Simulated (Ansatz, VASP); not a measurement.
# Two plane-wave programs on Co

INCAR

```
SYSTEM = Co
PREC = Accurate
ENCUT = 520
EDIFF = 1E-6
ISMEAR = -1
SIGMA = 0.08
LREAL = .FALSE.
LASPH = .TRUE.
NELM = 150
ALGO = Normal
ISIF = 2
LWAVE = .FALSE.
LCHARG = .FALSE.
ISPIN = 2
MAGMOM = 1.7 -1.7 1.7 -1.7
LORBIT = 11
LMAXMIX = 4
GGA = PE
NBANDS = 30
```

The input KPOINTS:

```
Automatic mesh
0
G
  14 14 4
  0 0 0
```

Contents of POSCAR:

```
Co
1.0
    2.5074000000      0.0000000000      0.0000000000
    1.2537000000      2.1714720974      0.0000000000
    0.0000000000      0.0000000000      8.1398000000
Co
4
Direct
    0.6666666666      0.6666666667      0.1250000000
    0.6666666666      0.6666666667      0.6250000000
    0.3333333334      0.3333333333      0.3750000000
    0.3333333334      0.3333333333      0.8750000000
```

Input for Ansatz:

```yaml
crystal:
  lattice:
    - [2.5074, 0.0, 0.0]
    - [1.2537, 2.1714720974, 0.0]
    - [0.0, 0.0, 8.1398]
  atoms:
    - { symbol: Co, position: [0.6666666666, 0.6666666667, 0.125], spin: 1.7 }
    - { symbol: Co, position: [0.6666666666, 0.6666666667, 0.625], spin: -1.7 }
    - { symbol: Co, position: [0.3333333334, 0.3333333333, 0.375], spin: 1.7 }
    - { symbol: Co, position: [0.3333333334, 0.3333333333, 0.875], spin: -1.7 }
magnetization:
  spin_polarized: true
kpoints:
  mp_grid: { grid: [14, 14, 4] }
scf:
  occupations: { method: fermi_dirac, width: 0.08 }
  lower_state_search: "off"
hamiltonian:
  xc: pbe
  pseudopotentials: { kind: paw }
output:
  forces: true
  stress: true
  eigenvalues: true
  populations: true
  write_density: true
  write_potential: true
  elf: true
  volumetric_format: npy
```

Alike in both runs: task single point; functional PBE; k mesh 14 × 14 × 4; occupations fermi-dirac, width 0.08 eV; collinear spin.

```csv
,VASP,Ansatz
version,VASP 6.6.1,Ansatz 0.2.0
potentials or method,"VASP PAW PBE potentials, release 64 (Co)","PAW with Ansatz's default frozen-core files, scalar-relativistic"
plane-wave cutoff (eV),520,420
valence electrons in the cell,36,68
```

Ansatz gave:

| Item | Value |
| --- | --- |
| pressure (GPa) | -5.2 |
| traceless stress, the component that is largest in VASP (GPa) | -0.55 |
| rms of the force components (eV/Å) | 0.392 |
| net moment per atom (μB) | 0.00 |
| size of the moment on the site where the two differ most (μB) | 1.52 |

Q: Which values does VASP return?

A: Pressure (GPa): -5.5; traceless stress, the component that is largest in VASP (GPa): -0.53; rms of the force components (eV/Å): 0.390; net moment per atom (μB): 0.00; size of the moment on the site where the two differ most (μB): 1.49.

Site moments also hang on the region over which each program counts them. Atom by atom the forces differ by 0.002 eV/Å (rms over components). The functional is the same, so the differences come from potentials, cutoffs and numerics. VASP's potentials hold 36 valence electrons a cell and Ansatz's 68, so a difference there can come from the potentials and not from the codes.
